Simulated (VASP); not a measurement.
# BeS (F-43m) in VASP: further runs

The runs below take BeS through single point, with HSE06.

Everything below comes from runs of VASP 6.6.1. Logs are shortened: lines on timing, memory, paths and dates and some standing lists are left out, and cuts for length are marked.

## Step 1: The cell of the first run

It takes space group F-43m (No. 216, cubic). Conventional cell: a = 5.015 Å, b = 5.015 Å, c = 5.015 Å, α = 90.00°, β = 90.00°, γ = 90.00°. Be (site symmetry -43m) has 4 S at 2.17 Å within 2.9 Å. S (site symmetry -43m) has 4 Be at 2.17 Å within 2.9 Å.

## Step 2: Single point, HSE06 (strain +3.0%)

POSCAR reads:

```
BeS
1.0
    0.0000000000      2.5073354173      2.5073354173
    2.5073354173      0.0000000000      2.5073354173
    2.5073354173      2.5073354173      0.0000000000
Be S
1 1
Direct
    0.0000000000      0.0000000000      0.0000000000
    0.2500000000      0.2500000000      0.2500000000
```

INCAR.step1 reads:

```
SYSTEM = BeS
PREC = Accurate
ENCUT = 520
EDIFF = 1E-5
ISMEAR = 0
SIGMA = 0.01
LREAL = .False.
LASPH = .True.
NELM = 80
ALGO = Normal
ISIF = 2
LWAVE = .True.
LCHARG = .False.
GGA = PE
NBANDS = 11
```

INCAR.step2 reads:

```
SYSTEM = BeS
PREC = Accurate
ENCUT = 520
EDIFF = 1E-6
ISMEAR = 0
SIGMA = 0.01
LREAL = .False.
LASPH = .True.
NELM = 80
ALGO = Normal
ISIF = 2
LWAVE = .False.
LCHARG = .False.
GGA = PE
LHFCALC = .True.
HFSCREEN = 0.2079
PRECFOCK = Normal
ISTART = 1
NBANDS = 11
```

KPOINTS reads:

```
Automatic mesh
0
Gamma
  6 6 6
  0 0 0
```

Potentials or basis: VASP PAW PBE potentials, release 64 (Be, S).

Started as:

```
$ cat potpaw_PBE.64/Be/POTCAR potpaw_PBE.64/S/POTCAR > POTCAR
$ cp INCAR.step1 INCAR
$ mpirun -np 1 vasp_std > vasp.out
$ cp INCAR.step2 INCAR
$ mpirun -np 1 vasp_std > vasp.out
```

OUTCAR:

```text
SYSTEM = BeS
   PREC = Accurate
   ENCUT = 520
   EDIFF = 1E-6
   ISMEAR = 0
   LREAL = .False.
   LASPH = .True.
   NELM = 80
   ISIF = 2
   GGA = PE
   LHFCALC = .True.
   HFSCREEN = 0.2079
   PRECFOCK = Normal
   ISTART = 1

 ion  position               nearest neighbor table
   1  0.000  0.000  0.000-   2 2.17   2 2.17   2 2.17   2 2.17
   2  0.250  0.250  0.250-   1 2.17   1 2.17   1 2.17   1 2.17

  LATTYP: Found a face centered cubic cell.
 ALAT       =     5.0146708346

  Lattice vectors:

 A1 = (   0.0000000000,   2.5073354173,   2.5073354173)
 A2 = (   2.5073354173,   0.0000000000,   2.5073354173)
 A3 = (   2.5073354173,   2.5073354173,   0.0000000000)

Analysis of symmetry for initial positions (statically):
=====================================================================
 Subroutine PRICEL returns:
 Original cell was already a primitive cell.

 Routine SETGRP: Setting up the symmetry group for a
 face centered cubic supercell.

 Subroutine GETGRP returns: Found 24 space group operations
 (whereof 24 operations were pure point group operations)
 out of a pool of 48 trial point group operations.

The static configuration has the point symmetry T_d .

Analysis of symmetry for dynamics (positions and initial velocities):
=====================================================================
 Subroutine PRICEL returns:
 Original cell was already a primitive cell.

 Routine SETGRP: Setting up the symmetry group for a
 face centered cubic supercell.

 Subroutine GETGRP returns: Found 24 space group operations
 (whereof 24 operations were pure point group operations)
 out of a pool of 48 trial point group operations.

The dynamic configuration has the point symmetry T_d .

 Subroutine INISYM returns: Found 24 space group operations
 (whereof 24 operations are pure point group operations),
 and found     1 'primitive' translations

----------------------------------------------------------------------------------------

                                     Primitive cell

  volume of cell :      31.5259

  direct lattice vectors                    reciprocal lattice vectors
     0.000000000  2.507335417  2.507335417    -0.199414883  0.199414883  0.199414883
     2.507335417  0.000000000  2.507335417     0.199414883 -0.199414883  0.199414883
     2.507335417  2.507335417  0.000000000     0.199414883  0.199414883 -0.199414883

  length of vectors
     3.545907753  3.545907753  3.545907753     0.345396710  0.345396710  0.345396710

  position of ions in fractional coordinates (direct lattice)
     0.000000000  0.000000000  0.000000000
[... 88 lines left out ...]
     AMIX     =   0.40;   BMIX     =  1.00
     AMIX_MAG =   1.60;   BMIX_MAG =  1.00
  volume/ion in A,a.u.               =      15.76       106.37
  Fermi-wavevector in a.u.,A,eV,Ry     =   1.036452  1.958610 14.615815  1.074232
  Thomas-Fermi vector in A             =   2.170843
   LORBIT       =      0    0 simple, 1 ext, 2 COOP (PROOUT), +10 PAW based schemes
   GGA     = PE    functional components
   LHFCALC =     T    Hartree Fock is set to
   PRECFOCK=normal    Normal, Fast or Accurate (Low or Medium for compatibility)
   ENCUT4O =  -1.0   cutoff for four orbital integrals eV
   NKREDX  =     1    reduce k-point grid by
   NKREDY  =     1    reduce k-point grid by
   NKREDZ  =     1    reduce k-point grid by
   AEXX    =    0.2500 exact exchange contribution
   HFSCREEN=    0.2079 screening length (either q_TF or 0.3 A-1)
   HFSCREENC=   0.2079 screening length for correlation (either q_TF or 0.3 A-1)
   ENCUTFOCK=  -1.0 apply spherical cutoff to Coloumb kernel
   IVDW    =     0    specifies the selected vdW correction
   LEPSILON=     F    determine dielectric tensor
   LRPA    =     F    only Hartree local field effects (RPA)
 non-spin polarized calculation
 Gauss-broadening in eV      SIGMA  =   0.01
  energy-cutoff  :      520.00
  volume of cell :       31.53
 maximum number of plane-waves:       869
 NGX is ok and might be reduce to    28
  NGX = 20; NGY = 20; NGZ = 20

 number of electron       8.0000001 magnetization

 Free energy of the ion-electron system (eV)
  ---------------------------------------------------
  ext. energy  EPLUGINS =         0.00000000
  ---------------------------------------------------
  free energy    TOTEN  =       -11.30670280 eV

  energy without entropy =      -11.30670280  energy(sigma->0) =      -11.30670280

 E-fermi :   2.5797     XC(G=0):  -7.7675

 val. band max:        2.5352392254   @ k =   0.0000   0.0000   0.0000
 cond. band min:       6.7917648388   @ k =   0.5000   0.5000   0.0000
 fundamental gap:      4.2565256133
 Fermi energy:         2.5797221420

 k-point     1 :       0.0000    0.0000    0.0000
  band No.  band energies     occupation
      1     -11.8675      2.00000
      2       2.5352      2.00000
      3       2.5352      2.00000
      4       2.5352      2.00000
      5       8.7398      0.00000
      6       9.4156      0.00000
      7       9.4156      0.00000
      8       9.4156      0.00000
      9      16.5744      0.00000
     10      16.5744      0.00000
     11      17.9987      0.00000
[... 197 lines left out ...]
 k-point    16 :      -0.3333    0.5000    0.1667
  band No.  band energies     occupation
      1      -9.8348      2.00000
      2      -2.0567      2.00000
      3      -0.7414      2.00000
      4      -0.4508      2.00000
      5       8.7223      0.00000
      6      10.2807      0.00000
      7      13.4716      0.00000
      8      13.9739      0.00000
      9      17.6222      0.00000
     10      18.1085      0.00000
     11      20.5000      0.00000

------------------------ aborting loop because EDIFF is reached ----------------------------------------

  FORCE on cell =-STRESS in cart. coord.  units (eV):
  Direction    XX          YY          ZZ          XY          YZ          ZX
  --------------------------------------------------------------------------------------
  -------------------------------------------------------------------------------------
  Total       -1.6083384     -1.6083384     -1.6083384      0.0000000     -0.0000000      0.0000000
  in kB      -81.7373790    -81.7373790    -81.7373790      0.0000000     -0.0000000      0.0000000
  external PRESSURE =     -81.7373790 kB  Pullay stress =       0.0000000 kB

 VOLUME and BASIS-vectors are now :
 -----------------------------------------------------------------------------
  energy-cutoff  :      520.00
  volume of cell :       31.53
      direct lattice vectors                 reciprocal lattice vectors
     0.000000000  2.507335417  2.507335417    -0.199414883  0.199414883  0.199414883
     2.507335417  0.000000000  2.507335417     0.199414883 -0.199414883  0.199414883
     2.507335417  2.507335417  0.000000000     0.199414883  0.199414883 -0.199414883

 POSITION                                       TOTAL-FORCE (eV/Angst)
 -----------------------------------------------------------------------------------
      0.00000      0.00000      0.00000         0.000000      0.000000      0.000000
      1.25367      1.25367      1.25367        -0.000000     -0.000000     -0.000000
 -----------------------------------------------------------------------------------
    total drift:                               -0.000000     -0.000000     -0.000000

  FREE ENERGIE OF THE ION-ELECTRON SYSTEM (eV)
  ---------------------------------------------------
  free  energy   TOTEN  =       -11.3067028042 eV

  energy  without entropy=      -11.3067028042  energy(sigma->0) =      -11.30670280
```

OUTCAR.step1:

```text
SYSTEM = BeS
   PREC = Accurate
   ENCUT = 520
   EDIFF = 1E-5
   ISMEAR = 0
   LREAL = .False.
   LASPH = .True.
[... 435 lines left out ...]
      0.00000      0.00000      0.00000         0.000000      0.000000      0.000000
      1.25367      1.25367      1.25367        -0.000000     -0.000000     -0.000000
 -----------------------------------------------------------------------------------
    total drift:                                0.000000      0.000000      0.000000

  FREE ENERGIE OF THE ION-ELECTRON SYSTEM (eV)
  ---------------------------------------------------
  free  energy   TOTEN  =        -9.9555281638 eV

  energy  without entropy=       -9.9555281638  energy(sigma->0) =       -9.95552816
```

It took 3.4 min on 1 thread of AMD EPYC 9R45 (Zen 5), shared host; peak memory 0.23 GiB.

Results:

| Item | Value |
| --- | --- |
| Free energy | -11.3067 eV |
| Pressure | -8.2 GPa |
| Band gap on the k mesh | 4.26 eV (least direct gap 6.20 eV) |

Levels at points of the mesh, in eV from the valence-band top:
```
           k point  band 2  band 3  band 4  band 5  band 6  band 7
(0.00, 0.00, 0.00)    0.00    0.00    0.00    6.20    6.88    6.88
(0.50, 0.00, 0.00)   -5.69   -0.98   -0.98    6.22    7.77    7.77
(0.50, 0.50, 0.00)   -5.01   -2.52   -2.52    4.26    6.01   13.67
```

Caveat: the cell differs from its parent crystal (strain +3.0%); the cell stands under tension; the PAW data sets were made with another functional, which shifts forces and pressure a little. A k mesh can miss the band edges.

## Step 3: Single point, HSE06 (strain +4.0%)

POSCAR reads:

```
BeS
1.0
    0.0000000000      2.5316784796      2.5316784796
    2.5316784796      0.0000000000      2.5316784796
    2.5316784796      2.5316784796      0.0000000000
Be S
1 1
Direct
    0.0000000000      0.0000000000      0.0000000000
    0.2500000000      0.2500000000      0.2500000000
```

INCAR.step1 reads:

```
SYSTEM = BeS
ALGO     = Normal         ! electronic algorithm
EDIFF    = 1E-5           ! SCF threshold, eV
ENCUT    = 520            ! plane-wave cutoff, eV
GGA      = PE             ! functional
ISIF     = 2              ! what is computed and relaxed
ISMEAR   = 0              ! smearing method
LASPH    = .TRUE.         ! aspherical terms in the spheres
LREAL    = .FALSE.        ! projectors in reciprocal space
LWAVE    = .TRUE.         ! write WAVECAR
NBANDS   = 11             ! bands
NELM     = 100            ! most SCF steps
PREC     = Accurate       ! precision mode
SIGMA    = 0.01           ! smearing width, eV
```

INCAR.step2 reads:

```
SYSTEM = BeS
ALGO     = Normal         ! electronic algorithm
EDIFF    = 1E-6           ! SCF threshold, eV
ENCUT    = 520            ! plane-wave cutoff, eV
GGA      = PE             ! functional
HFSCREEN = 0.2079         ! screening, 1/A
ISIF     = 2              ! what is computed and relaxed
ISMEAR   = 0              ! smearing method
ISTART   = 1            
LASPH    = .TRUE.         ! aspherical terms in the spheres
LCHARG   = .TRUE.         ! write CHGCAR
LELF     = .TRUE.         ! ELF
LHFCALC  = .TRUE.         ! exact exchange
LREAL    = .FALSE.        ! projectors in reciprocal space
LVHAR    = .TRUE.       
LWAVE    = .FALSE.        ! write WAVECAR
NBANDS   = 11             ! bands
NELM     = 100            ! most SCF steps
PREC     = Accurate       ! precision mode
PRECFOCK = Normal       
SIGMA    = 0.01           ! smearing width, eV
```

KPOINTS reads:

```
k-points
0
G
  6 6 6
  0 0 0
```

Potentials or basis: VASP PAW PBE potentials, release 64 (Be, S).

Started as:

```
$ cat potpaw_PBE.64/Be/POTCAR potpaw_PBE.64/S/POTCAR > POTCAR
$ cp INCAR.step1 INCAR
$ mpirun -np 1 vasp_std > vasp.out
$ cp INCAR.step2 INCAR
$ mpirun -np 1 vasp_std > vasp.out
```

Wall time 3.4 min (1 thread of AMD EPYC 9R45 (Zen 5), shared host); peak memory 0.23 GiB.

The run converged. Its results:

```yaml
Free_energy: -11.2542 eV
Pressure: -10.0 GPa
Band_gap_on_the_k_mesh: 4.31 eV (least direct gap 5.97 eV)
```

Levels at points of the mesh, in eV from the valence-band top:
```
           k point  band 2  band 3  band 4  band 5  band 6  band 7
(0.00, 0.00, 0.00)    0.00    0.00    0.00    5.97    6.88    6.88
(0.50, 0.00, 0.00)   -5.51   -0.95   -0.95    6.10    7.76    7.76
(0.50, 0.50, 0.00)   -4.87   -2.43   -2.43    4.31    6.02   13.42
```

Caveat: the cell differs from its parent crystal (strain +4.0%); the cell stands under tension; the PAW data sets were made with another functional, which shifts forces and pressure a little. A k mesh can miss the band edges.
